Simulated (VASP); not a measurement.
# AgBr (Fm-3m) in VASP: a series of runs

The runs below take AgBr through single point, with PBE.

Everything below comes from runs of VASP 6.6.1. Logs are shortened: lines on timing, memory, paths and dates and some standing lists are left out, and cuts for length are marked.

## 1. The cell of the first run

The structure is cubic, space group Fm-3m (No. 225). The conventional cell has a = 5.740 Å, b = 5.740 Å, c = 5.740 Å, α = 90.00°, β = 90.00°, γ = 90.00°. Within 3.8 Å of Ag (site symmetry m-3m) lie 6 Br at 2.87 Å. Br (site symmetry m-3m) has 6 Ag at 2.87 Å within 3.8 Å.

## 2. Single point, PBE

Input file INCAR:

```
PREC     = Accurate       # precision mode
ENCUT    = 500            # plane-wave cutoff, eV
EDIFF    = 1E-6           # SCF threshold, eV
ISMEAR   = 0              # smearing method
SIGMA    = 0.01           # smearing width, eV
LREAL    = False          # projectors in reciprocal space
LASPH    = True           # aspherical terms in the spheres
NELM     = 120            # most SCF steps
ALGO     = Normal         # electronic algorithm
ISIF     = 2              # what is computed and relaxed
LWAVE    = False          # write WAVECAR
LCHARG   = True           # write CHGCAR
GGA      = PE             # functional
LELF     = True           # ELF
LVHAR    = True         
NBANDS   = 16             # bands
GGA_COMPAT= False
```

Input file KPOINTS:

```
regular mesh
0
Gamma
  6 6 6
```

Input file POSCAR:

```
AgBr
1.0
    4.0590050000      0.0000000000      0.0000000000
    2.0295025000      3.5152014441      0.0000000000
    2.0295025000      1.1717338147      3.3141637045
Ag Br
1 1
Direct
    0.0000000000      0.0000000000      0.0000000000
    0.5000000000      0.5000000000      0.5000000000
```

Potentials or basis: VASP PAW PBE potentials, release 64 (Ag, Br).

On the command line:

```bash
$ cat potpaw_PBE.64/Ag/POTCAR potpaw_PBE.64/Br/POTCAR > POTCAR
$ mpirun -np 1 vasp_std > vasp.out
```

OUTCAR:

```text
PREC = Accurate
   ENCUT = 500
   EDIFF = 1E-6
   ISMEAR = 0
   LREAL = False
   LASPH = True
   NELM = 120
   ISIF = 2
   GGA = PE

 ion  position               nearest neighbor table
   1  0.000  0.000  0.000-   2 2.87   2 2.87   2 2.87   2 2.87   2 2.87   2 2.87
   2  0.500  0.500  0.500-   1 2.87   1 2.87   1 2.87   1 2.87   1 2.87   1 2.87

  LATTYP: Found a face centered cubic cell.
 ALAT       =     5.7402999208

  Lattice vectors:

 A1 = (   4.0590050000,   0.0000000000,   0.0000000000)
 A2 = (   2.0295025000,   3.5152014441,   0.0000000000)
 A3 = (   2.0295025000,   1.1717338147,   3.3141637045)

Analysis of symmetry for initial positions (statically):
=====================================================================
 Subroutine PRICEL returns:
 Original cell was already a primitive cell.

 Routine SETGRP: Setting up the symmetry group for a
 face centered cubic supercell.

 Subroutine GETGRP returns: Found 48 space group operations
 (whereof 48 operations were pure point group operations)
 out of a pool of 48 trial point group operations.

The static configuration has the point symmetry O_h .

Analysis of symmetry for dynamics (positions and initial velocities):
=====================================================================
 Subroutine PRICEL returns:
 Original cell was already a primitive cell.

 Routine SETGRP: Setting up the symmetry group for a
 face centered cubic supercell.

 Subroutine GETGRP returns: Found 48 space group operations
 (whereof 48 operations were pure point group operations)
 out of a pool of 48 trial point group operations.

The dynamic configuration has the point symmetry O_h .

 Subroutine INISYM returns: Found 48 space group operations
 (whereof 48 operations are pure point group operations),
 and found     1 'primitive' translations

----------------------------------------------------------------------------------------

                                     Primitive cell

  volume of cell :      47.2872

  direct lattice vectors                    reciprocal lattice vectors
     4.059005000  0.000000000  0.000000000     0.246365797 -0.142239359 -0.100578415
     2.029502500  3.515201444  0.000000000     0.000000000  0.284478718 -0.100578415
     2.029502500  1.171733815  3.314163704     0.000000000  0.000000000  0.301735246

  length of vectors
     4.059005000  4.059005000  4.059005000     0.301735246  0.301735246  0.301735246

  position of ions in fractional coordinates (direct lattice)
     0.000000000  0.000000000  0.000000000
     0.500000000  0.500000000  0.500000000

  ion indices of the primitive-cell ions
   primitive index   ion index
                 1           1
                 2           2

----------------------------------------------------------------------------------------

 KPOINTS: regular mesh

Automatic generation of k-mesh.
 Grid dimensions read from file:
 generate k-points for:    6    6    6

 Generating k-lattice:

  Cartesian coordinates                     Fractional coordinates (reciprocal lattice)
     0.041060966 -0.023706560 -0.016763069     0.166666667  0.000000000  0.000000000
     0.000000000  0.047413120 -0.016763069     0.000000000  0.166666667  0.000000000
     0.000000000  0.000000000  0.050289208     0.000000000  0.000000000  0.166666667

  Length of vectors
     0.050289208  0.050289208  0.050289208

  Shift w.r.t. Gamma in fractional coordinates (k-lattice)
     0.000000000  0.000000000  0.000000000

 Subroutine IBZKPT returns following result:
 ===========================================

 Found     16 irreducible k-points:

 Following reciprocal coordinates:
            Coordinates               Weight
  0.000000  0.000000  0.000000      1.000000
  0.166667 -0.000000  0.000000      8.000000
  0.333333  0.000000  0.000000      8.000000
  0.500000 -0.000000  0.000000      4.000000
  0.166667  0.166667  0.000000      6.000000
  0.333333  0.166667  0.000000     24.000000
[... 8 lines left out ...]
 -0.333333  0.333333  0.166667     24.000000
 -0.333333  0.500000  0.166667     12.000000
   k-points           NKPTS =     16   k-points in BZ     NKDIM =     16   number of bands    NBANDS=     16
   number of dos      NEDOS =    301   number of ions     NIONS =      2
   total plane-waves  NPLWV =  27000
   dimension x,y,z NGX =    30 NGY =   30 NGZ =   30
   dimension x,y,z NGXF=    60 NGYF=   60 NGZF=   60
   ions per type =               1   1
   NGX,Y,Z   is equivalent  to a cutoff of  12.29, 12.29, 12.29 a.u.
   NGXF,Y,Z  is equivalent  to a cutoff of  24.57, 24.57, 24.57 a.u.
 SYSTEM =  unknown system
   PREC   = accura    normal or accurate (medium, high low for compatibility)
   ISTART =      0    job   : 0-new  1-cont  2-samecut
   ICHARG =      2    charge: 1-file 2-atom 10-const
   ISPIN  =      1    spin polarized calculation?
   LNONCOLLINEAR =      F non collinear calculations
   LSORBIT =      F    spin-orbit coupling
   LASPH  =      T    aspherical Exc in radial PAW
   ENCUT  =  500.0 eV  36.75 Ry    6.06 a.u.   7.40  7.40  7.40*2*pi/ulx,y,z
   NELM   =    120;   NELMIN=  2; NELMDL= -5     # of ELM steps
   EDIFF  = 0.1E-05   stopping-criterion for ELM
   LREAL  =      F    real-space projection
   EDIFFG = 0.1E-04   stopping-criterion for IOM
   NSW    =      0    number of steps for IOM
   IBRION =     -1    ionic relax: 0-MD 1-quasi-New 2-CG
   NFREE  =      0    steps in history (QN), initial steepest desc. (CG)
   ISIF   =      2    stress and relaxation
   ISYM   =      2    0-nonsym 1-usesym 2-fastsym
   POTIM  = 0.5000    time-step for ionic-motion
   TEBEG  =    0.0;   TEEND  =   0.0 temperature during run
   PSTRESS=    0.0 pullay stress
   NELECT =      18.0000    total number of electrons
   NUPDOWN=      -1.0000    fix difference up-down
   EMIN   =  10.00;   EMAX   =-10.00  energy-range for DOS
   EFERMI =   0.00;   METHOD = LEGACY
   ISMEAR =     0;   SIGMA  =   0.01  broadening in eV -4-tet -1-fermi 0-gaus
   EFERMI_NEDOS =   21; number of points for ismear=-14 and -15
   IALGO  =     38    algorithm
   IMIX   =      4    mixing-type and parameters
     AMIX     =   0.40;   BMIX     =  1.00
     AMIX_MAG =   1.60;   BMIX_MAG =  1.00
  volume/ion in A,a.u.               =      23.64       159.55
  Fermi-wavevector in a.u.,A,eV,Ry     =   1.186454  2.242074 19.152571  1.407674
  Thomas-Fermi vector in A             =   2.322627
   LORBIT       =      0    0 simple, 1 ext, 2 COOP (PROOUT), +10 PAW based schemes
   GGA     = PE    functional components
   LHFCALC =     F    Hartree Fock is set to
   AEXX    =    0.0000 exact exchange contribution
   IVDW    =     0    specifies the selected vdW correction
   LEPSILON=     F    determine dielectric tensor
   LRPA    =     F    only Hartree local field effects (RPA)
 non-spin polarized calculation
 Gauss-broadening in eV      SIGMA  =   0.01
  energy-cutoff  :      500.00
  volume of cell :       47.29
 maximum number of plane-waves:      1243
 NGX is ok and might be reduce to    30
   NGX = 15   NGY = 15   NGZ = 15

 number of electron      18.0000002 magnetization

 Free energy of the ion-electron system (eV)
  ---------------------------------------------------
  ext. energy  EPLUGINS =         0.00000000
  ---------------------------------------------------
  free energy    TOTEN  =        -4.98195460 eV

  energy without entropy =       -4.98195460  energy(sigma->0) =       -4.98195460

 E-fermi :   3.7119     XC(G=0):  -9.8602

 val. band max:        3.6226035803   @ k =   0.5000  -0.0000   0.0000
 cond. band min:       4.2934819009   @ k =   0.0000   0.0000   0.0000
 fundamental gap:      0.6708783206
 Fermi energy:         3.7119180155

 k-point     1 :       0.0000    0.0000    0.0000
  band No.  band energies     occupation
      1     -11.4592      2.00000
      2       0.8240      2.00000
      3       0.8240      2.00000
      4       0.8240      2.00000
      5       0.8243      2.00000
      6       0.8243      2.00000
[... 8 lines left out ...]
     15      15.4117      0.00000
     16      15.4117      0.00000

 k-point     2 :       0.1667   -0.0000    0.0000
  band No.  band energies     occupation
      1     -11.3547      2.00000
      2       0.1585      2.00000
      3       0.2411      2.00000
      4       0.2411      2.00000
      5       0.8978      2.00000
      6       0.8978      2.00000
[... 8 lines left out ...]
     15      14.5762      0.00000
     16      14.8557      0.00000

 k-point     3 :       0.3333    0.0000    0.0000
  band No.  band energies     occupation
      1     -11.1310      2.00000
      2      -1.1243      2.00000
      3      -0.3438      2.00000
      4      -0.3438      2.00000
      5       1.0510      2.00000
      6       1.0510      2.00000
[... 8 lines left out ...]
     15      15.6475      0.00000
     16      15.6475      0.00000

 k-point     4 :       0.5000   -0.0000    0.0000
  band No.  band energies     occupation
      1     -11.0106      2.00000
      2      -1.6497      2.00000
      3      -0.5549      2.00000
      4      -0.5549      2.00000
      5       1.1307      2.00000
      6       1.1307      2.00000
[... 8 lines left out ...]
     15      16.8090      0.00000
     16      16.8090      0.00000
[... 172 lines left out ...]
 k-point    14 :       0.5000    0.3333    0.1667
  band No.  band energies     occupation
      1     -11.0289      2.00000
      2      -1.0446      2.00000
      3      -0.3421      2.00000
      4      -0.0007      2.00000
      5       1.0187      2.00000
      6       1.1318      2.00000
[... 8 lines left out ...]
     15      17.4836      0.00000
     16      18.7428      0.00000

 k-point    15 :      -0.3333    0.3333    0.1667
  band No.  band energies     occupation
      1     -10.9642      2.00000
      2      -0.9472      2.00000
      3      -0.4059      2.00000
      4      -0.3731      2.00000
      5       1.0857      2.00000
      6       1.1502      2.00000
[... 8 lines left out ...]
     15      16.4015      0.00000
     16      18.2939      0.00000

 k-point    16 :      -0.3333    0.5000    0.1667
  band No.  band energies     occupation
      1     -10.9565      2.00000
      2      -0.5203      2.00000
      3      -0.3857      2.00000
      4      -0.0579      2.00000
      5       1.2350      2.00000
      6       1.2411      2.00000
[... 8 lines left out ...]
     15      17.2899      0.00000
     16      18.4677      0.00000

------------------------ aborting loop because EDIFF is reached ----------------------------------------

  FORCE on cell =-STRESS in cart. coord.  units (eV):
  Direction    XX          YY          ZZ          XY          YZ          ZX
  --------------------------------------------------------------------------------------
  -------------------------------------------------------------------------------------
  Total        0.6798293      0.6798293      0.6798293      0.0000000     -0.0000000      0.0000000
  in kB       23.0338603     23.0338603     23.0338603      0.0000000     -0.0000000      0.0000000
  external PRESSURE =      23.0338603 kB  Pullay stress =       0.0000000 kB

 VOLUME and BASIS-vectors are now :
 -----------------------------------------------------------------------------
  energy-cutoff  :      500.00
  volume of cell :       47.29
      direct lattice vectors                 reciprocal lattice vectors
     4.059005000  0.000000000  0.000000000     0.246365797 -0.142239359 -0.100578415
     2.029502500  3.515201444  0.000000000     0.000000000  0.284478718 -0.100578415
     2.029502500  1.171733815  3.314163704     0.000000000  0.000000000  0.301735246

 POSITION                                       TOTAL-FORCE (eV/Angst)
 -----------------------------------------------------------------------------------
      0.00000      0.00000      0.00000        -0.000000      0.000000      0.000000
      4.05900      2.34347      1.65708         0.000000     -0.000000      0.000000
 -----------------------------------------------------------------------------------
    total drift:                                0.000000     -0.000000     -0.000000

  FREE ENERGIE OF THE ION-ELECTRON SYSTEM (eV)
  ---------------------------------------------------
  free  energy   TOTEN  =        -4.9819546001 eV

  energy  without entropy=       -4.9819546001  energy(sigma->0) =       -4.98195460
```

It used 28 s of CPU time on 1 thread of AMD EPYC 7R13 Processor (Zen 3), with other jobs on the host.

What came out:

```yaml
Free_energy: -4.9820 eV
Pressure: 2.3 GPa
Band_gap_on_the_k_mesh: 0.67 eV, indirect (least direct gap 2.61 eV)
```

Levels at points of the mesh, in eV from the valence-band top:
```tsv
k point	band 5	band 6	band 7	band 8	band 9	band 10	band 11	band 12	band 13	band 14
(0.00, 0.00, 0.00)	-2.80	-2.80	-1.93	-1.93	-1.93	0.67	9.91	9.91	9.91	11.14
(0.50, 0.00, 0.00)	-2.49	-2.49	-2.15	0.00	0.00	3.73	6.59	6.76	6.76	12.25
(0.50, 0.50, 0.00)	-2.84	-2.64	-2.39	-2.39	-2.29	1.60	7.05	9.06	11.04	11.04
```

A k mesh can miss the band edges.

## 3. Single point, PBE, non-collinear spin, zero start, spin-orbit coupling

Input file INCAR:

```
SYSTEM = AgBr
PREC     = Accurate       ! precision mode
ENCUT    = 500            ! plane-wave cutoff, eV
EDIFF    = 1E-6           ! SCF threshold, eV
ISMEAR   = 0              ! smearing method
SIGMA    = 0.01           ! smearing width, eV
LREAL    = .FALSE.        ! projectors in reciprocal space
LASPH    = .TRUE.         ! aspherical terms in the spheres
NELM     = 200            ! most SCF steps
ALGO     = Normal         ! electronic algorithm
ISIF     = 2              ! what is computed and relaxed
LWAVE    = .FALSE.        ! write WAVECAR
LCHARG   = .FALSE.        ! write CHGCAR
MAGMOM   = 0 0 0 0 0 0    ! initial moments
LORBIT   = 11             ! projections on sites
LSORBIT  = .TRUE.         ! spin-orbit coupling
GGA_COMPAT= .FALSE.      
LORBMOM  = .TRUE.       
LMAXMIX  = 4              ! l up to which the mixer works
GGA      = PE             ! functional
NBANDS   = 30             ! bands
```

Input file KPOINTS:

```
regular mesh
0
G
  6 6 6
  0 0 0
```

POSCAR is that of step 2.

Potentials or basis: VASP PAW PBE potentials, release 64 (Ag, Br).

On the command line:

```bash
$ cat potpaw_PBE.64/Ag/POTCAR potpaw_PBE.64/Br/POTCAR > POTCAR
$ mpirun -np 1 vasp_ncl > vasp.out
```

It used 120 s of CPU time on 1 thread of AMD EPYC 7R13 Processor (Zen 3), on a shared host.

It converged, with:

```yaml
Free_energy: -5.0301 eV
Pressure: 2.3 GPa
Net_moment: 0.00 μB per cell
Valence_electrons_inside_the_program's_atomic_spheres: Ag 9.73; Br 4.84
```

Moments on the atoms (μB; x, y, z):
```
Ag  0.00 0.00 0.00
Br  0.00 0.00 0.00
```
